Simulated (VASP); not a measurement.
# AlCo (Pm-3m) in VASP: further runs, part 2 of 2

VASP 6.6.1. Earlier steps stand in the parts before.

## Step 3: Single point, PBE, collinear spin, ferromagnetic start

This run uses another cell than the first one, of 11.77 Å³/atom.

Input file INCAR:

```
  ALGO = Normal
  EDIFF = 1E-7
  ENCUT = 520
  GGA = PE
  ISIF = 2
  ISMEAR = 1
  ISPIN = 2
  LASPH = True
  LCHARG = True
  LELF = True
  LMAXMIX = 4
  LORBIT = 11
  LREAL = False
  LVHAR = True
  LWAVE = False
  MAGMOM = 0 3.2
  NBANDS = 17
  NELM = 150
  PREC = Accurate
  SIGMA = 0.1
```

Input file KPOINTS:

```
k-points
0
Gamma
  10 10 10
```

Input file POSCAR:

```
AlCo
1.0
    2.8656309376      0.0000000000      0.0000000000
    0.0000000000      2.8656309376      0.0000000000
    0.0000000000      0.0000000000      2.8656309376
Al Co
1 1
Direct
    0.0000000000      0.0000000000      0.0000000000
    0.5000000000      0.5000000000      0.5000000000
```

Potentials or basis: VASP PAW PBE potentials, release 64 (Al, Co).

The run is started by

```console
cat potpaw_PBE.64/Al/POTCAR potpaw_PBE.64/Co/POTCAR > POTCAR
mpirun -np 1 vasp_std > vasp.out
```

OUTCAR:

```text
EDIFF = 1E-7
   ENCUT = 520
   GGA = PE
   ISIF = 2
   ISMEAR = 1
   ISPIN = 2
   LASPH = True
   LORBIT = 11
   LREAL = False
   NELM = 150
   PREC = Accurate

 ion  position               nearest neighbor table
   1  0.000  0.000  0.000-   2 2.48   2 2.48   2 2.48   2 2.48   2 2.48   2 2.48   2 2.48   2 2.48

   2  0.500  0.500  0.500-   1 2.48   1 2.48   1 2.48   1 2.48   1 2.48   1 2.48   1 2.48   1 2.48

  LATTYP: Found a simple cubic cell.
 ALAT       =     2.8656309376

  Lattice vectors:

 A1 = (   2.8656309376,   0.0000000000,   0.0000000000)
 A2 = (   0.0000000000,   2.8656309376,   0.0000000000)
 A3 = (   0.0000000000,   0.0000000000,   2.8656309376)

Analysis of symmetry for initial positions (statically):
=====================================================================
 Subroutine PRICEL returns:
 Original cell was already a primitive cell.

 Routine SETGRP: Setting up the symmetry group for a
 simple cubic supercell.

 Subroutine GETGRP returns: Found 48 space group operations
 (whereof 48 operations were pure point group operations)
 out of a pool of 48 trial point group operations.

The static configuration has the point symmetry O_h .

Analysis of symmetry for dynamics (positions and initial velocities):
=====================================================================
 Subroutine PRICEL returns:
 Original cell was already a primitive cell.

 Routine SETGRP: Setting up the symmetry group for a
 simple cubic supercell.

 Subroutine GETGRP returns: Found 48 space group operations
 (whereof 48 operations were pure point group operations)
 out of a pool of 48 trial point group operations.

The dynamic configuration has the point symmetry O_h .

Analysis of structural, dynamic, and magnetic symmetry:
=====================================================================
 Subroutine PRICEL returns:
 Original cell was already a primitive cell.

[... 153 lines left out ...]
  ---------------------------------------------------
  free energy    TOTEN  =       -11.98723190 eV

  energy without entropy =      -11.98885170  energy(sigma->0) =      -11.98777183

 E-fermi :  10.3584     XC(G=0): -12.1861

 val. band max:       10.2912627236   @ k =   0.5000   0.4000   0.1000
 cond. band min:      10.4054039146   @ k =   0.5000   0.3000   0.0000
 fundamental gap:      0.1141411910
 Fermi energy:        10.3583675811

 spin component 1

 k-point     1 :       0.0000    0.0000    0.0000
  band No.  band energies     occupation
      1      -0.6073      1.00000
      2       7.4622      1.00000
      3       7.4622      1.00000
      4       9.5223      1.00000
      5       9.5223      1.00000
      6       9.5223      1.00000
[... 459 lines left out ...]
      6       9.4148      1.00000
[... 9 lines left out ...]
     16      30.8303      0.00000
     17      32.0564      0.00000

 [... further k-points ...]

 spin component 2

 k-point     1 :       0.0000    0.0000    0.0000
  band No.  band energies     occupation
      1      -0.6073      1.00000
      2       7.4619      1.00000
      3       7.4619      1.00000
      4       9.5220      1.00000
      5       9.5220      1.00000
      6       9.5220      1.00000
[... 459 lines left out ...]
      6       9.4145      1.00000
[... 9 lines left out ...]
     16      30.8303      0.00000
     17      32.0563      0.00000

 [... further k-points ...]

------------------------ aborting loop because EDIFF is reached ----------------------------------------

  FORCE on cell =-STRESS in cart. coord.  units (eV):
  Direction    XX          YY          ZZ          XY          YZ          ZX
  --------------------------------------------------------------------------------------
  -------------------------------------------------------------------------------------
  Total       -0.3942173     -0.3942173     -0.3942173      0.0000000     -0.0000000      0.0000000
  in kB      -26.8401860    -26.8401860    -26.8401860      0.0000000     -0.0000000      0.0000000
  external PRESSURE =     -26.8401860 kB  Pullay stress =       0.0000000 kB

 VOLUME and BASIS-vectors are now :
 -----------------------------------------------------------------------------
  energy-cutoff  :      520.00
  volume of cell :       23.53
      direct lattice vectors                 reciprocal lattice vectors
     2.865630938  0.000000000  0.000000000     0.348963290  0.000000000  0.000000000
     0.000000000  2.865630938  0.000000000     0.000000000  0.348963290  0.000000000
     0.000000000  0.000000000  2.865630938     0.000000000  0.000000000  0.348963290

 POSITION                                       TOTAL-FORCE (eV/Angst)
 -----------------------------------------------------------------------------------
      0.00000      0.00000      0.00000         0.000000      0.000000      0.000000
      1.43282      1.43282      1.43282         0.000000      0.000000      0.000000
 -----------------------------------------------------------------------------------
    total drift:                                0.000000      0.000000     -0.000000

  FREE ENERGIE OF THE ION-ELECTRON SYSTEM (eV)
  ---------------------------------------------------
  free  energy   TOTEN  =       -11.9872318990 eV

  energy  without entropy=      -11.9888516951  energy(sigma->0) =      -11.98777183

 total charge

# of ion       s       p       d       tot
------------------------------------------
    1        0.392   0.421   0.000   0.813
    2        0.427   0.496   7.494   8.417
--------------------------------------------------
tot          0.819   0.916   7.494   9.230

 magnetization (x)

# of ion       s       p       d       tot
------------------------------------------
    1        0.000   0.000   0.000   0.000
    2        0.000   0.000  -0.000  -0.000
--------------------------------------------------
tot          0.000   0.000  -0.000  -0.000
```

stdout:

```text
POSCAR found type information on POSCAR AlCo
 POSCAR found :  2 types and       2 ions
 scaLAPACK will be used
 LDA part: xc-table for (Slater+PW92), standard interpolation
 POSCAR, INCAR and KPOINTS ok, starting setup
 FFT: planning ... GRIDC
 FFT: planning ... GRID_SOFT
 FFT: planning ... GRID
 WAVECAR not read
 entering main loop
```

Run time: 82 s. Hardware: 1 thread of Intel Xeon 8259CL, shared host; peak memory 0.17 GiB.

Results:

- Free energy: -11.9872 eV
- Pressure: -2.7 GPa
- Band gap on the k mesh: zero (filled and empty bands overlap)
- Net moment: 0.00 μB per cell
- Valence electrons inside the program's atomic spheres: Al 0.81; Co 8.42

## Step 4: Single point, PBE, collinear spin, ferromagnetic start

This run uses another cell than the first one, of 12.05 Å³/atom.

Input file INCAR:

```
PREC = Accurate
ENCUT = 520
EDIFF = 1E-7
ISMEAR = 1
SIGMA = 0.1
LREAL = False
LASPH = True
NELM = 150
ALGO = Normal
ISIF = 2
LWAVE = False
LCHARG = False
ISPIN = 2
MAGMOM = 0 3.2
LORBIT = 11
LMAXMIX = 4
GGA = PE
NBANDS = 17
```

Input file KPOINTS:

```
regular mesh
0
Gamma
  10 10 10
```

Input file POSCAR:

```
AlCo
1.0
    2.8881958898      0.0000000000      0.0000000000
    0.0000000000      2.8881958898      0.0000000000
    0.0000000000      0.0000000000      2.8881958898
Al Co
1 1
Direct
    0.0000000000      0.0000000000      0.0000000000
    0.5000000000      0.5000000000      0.5000000000
```

The run is started by

```console
cat potpaw_PBE.64/Al/POTCAR potpaw_PBE.64/Co/POTCAR > POTCAR
mpirun -np 1 vasp_std > vasp.out
```

Wall time 77 s (1 thread of Intel Xeon 8259CL, shared host); peak memory 0.17 GiB.

Results (log left out):

| Property | Result |
| --- | --- |
| Free energy | -11.9712 eV |
| Pressure | -6.4 GPa |
| Band gap on the k mesh | zero (filled and empty bands overlap) |
| Net moment | 0.00 μB per cell |
| Valence electrons inside the program's atomic spheres | Al 0.80; Co 8.37 |

Levels at points of the mesh, in eV from the Fermi level:
Spin up:
```tsv
k point	band 3	band 4	band 5	band 6	band 7	band 8	band 9	band 10
(0.00, 0.00, 0.00)	-2.79	-0.81	-0.81	-0.81	5.77	5.77	5.77	8.57
(0.50, 0.00, 0.00)	-2.24	-1.64	-1.64	-0.70	0.14	8.35	10.38	10.38
(0.50, 0.50, 0.00)	-2.59	-2.59	-1.43	-1.43	-0.24	2.30	3.21	12.29
(0.50, 0.50, 0.50)	-3.76	-0.21	-0.21	2.39	2.39	2.39	3.74	5.10
```
Spin down:
| k point | band 4 | band 5 | band 6 | band 7 | band 8 | band 9 |
| --- | --- | --- | --- | --- | --- | --- |
| (0.00, 0.00, 0.00) | -0.81 | -0.81 | -0.81 | 5.77 | 5.77 | 5.77 |
| (0.50, 0.00, 0.00) | -1.64 | -1.64 | -0.70 | 0.14 | 8.35 | 10.38 |
| (0.50, 0.50, 0.00) | -2.59 | -1.43 | -1.43 | -0.24 | 2.30 | 3.21 |
| (0.50, 0.50, 0.50) | -0.21 | -0.21 | 2.39 | 2.39 | 2.39 | 3.74 |

Caveat: the cell stands under tension.

## Step 5: Single point, PBE, collinear spin, ferromagnetic start

This run uses another cell than the first one, of 12.33 Å³/atom.

Input file INCAR:

```
SYSTEM = AlCo
PREC = Accurate ; ENCUT = 520
EDIFF = 1E-7 ; ISMEAR = 1
SIGMA = 0.1 ; LREAL = .False.
LASPH = .True. ; NELM = 150
ALGO = Normal ; ISIF = 2
LWAVE = .False. ; LCHARG = .False.
ISPIN = 2 ; MAGMOM = 0 3.2
LORBIT = 11 ; LMAXMIX = 4
GGA = PE ; NBANDS = 17
```

Input file KPOINTS:

```
Automatic mesh
0
Gamma
  10 10 10
  0 0 0
```

Input file POSCAR:

```
AlCo
1.0
    2.9104136544      0.0000000000      0.0000000000
    0.0000000000      2.9104136544      0.0000000000
    0.0000000000      0.0000000000      2.9104136544
Al Co
1 1
Direct
    0.0000000000      0.0000000000      0.0000000000
    0.5000000000      0.5000000000      0.5000000000
```

The run is started by

```console
cat potpaw_PBE.64/Al/POTCAR potpaw_PBE.64/Co/POTCAR > POTCAR
mpirun -np 1 vasp_std > vasp.out
```

Wall time 69 s (1 thread of Intel Xeon 8259CL, shared host); peak memory 0.17 GiB.

Results (log left out):

```yaml
Free_energy: -11.9429 eV
Pressure: -9.7 GPa
Band_gap_on_the_k_mesh: zero (filled and empty bands overlap)
Net_moment: 0.00 μB per cell
Valence_electrons_inside_the_program's_atomic_spheres: Al 0.79; Co 8.33
```

Levels at points of the mesh, in eV from the Fermi level:
Spin up:
```tsv
k point	band 2	band 3	band 4	band 5	band 6	band 7	band 8	band 9	band 10	band 11
(0.00, 0.00, 0.00)	-2.70	-2.70	-0.78	-0.78	-0.78	5.66	5.66	5.66	8.48	8.48
(0.50, 0.00, 0.00)	-6.31	-2.16	-1.58	-1.58	-0.68	0.13	8.31	10.26	10.26	10.97
(0.50, 0.50, 0.00)	-2.82	-2.54	-2.54	-1.38	-1.38	-0.24	2.23	3.08	12.04	15.28
(0.50, 0.50, 0.50)	-3.66	-3.66	-0.20	-0.20	2.39	2.39	2.39	3.54	4.98	4.98
```
Spin down:
| k point | band 4 | band 5 | band 6 | band 7 | band 8 | band 9 |
| --- | --- | --- | --- | --- | --- | --- |
| (0.00, 0.00, 0.00) | -0.78 | -0.78 | -0.78 | 5.66 | 5.66 | 5.66 |
| (0.50, 0.00, 0.00) | -1.58 | -1.58 | -0.68 | 0.13 | 8.31 | 10.26 |
| (0.50, 0.50, 0.00) | -2.54 | -1.38 | -1.38 | -0.23 | 2.24 | 3.08 |
| (0.50, 0.50, 0.50) | -0.20 | -0.20 | 2.39 | 2.39 | 2.39 | 3.54 |

Caveat: the cell stands under tension.
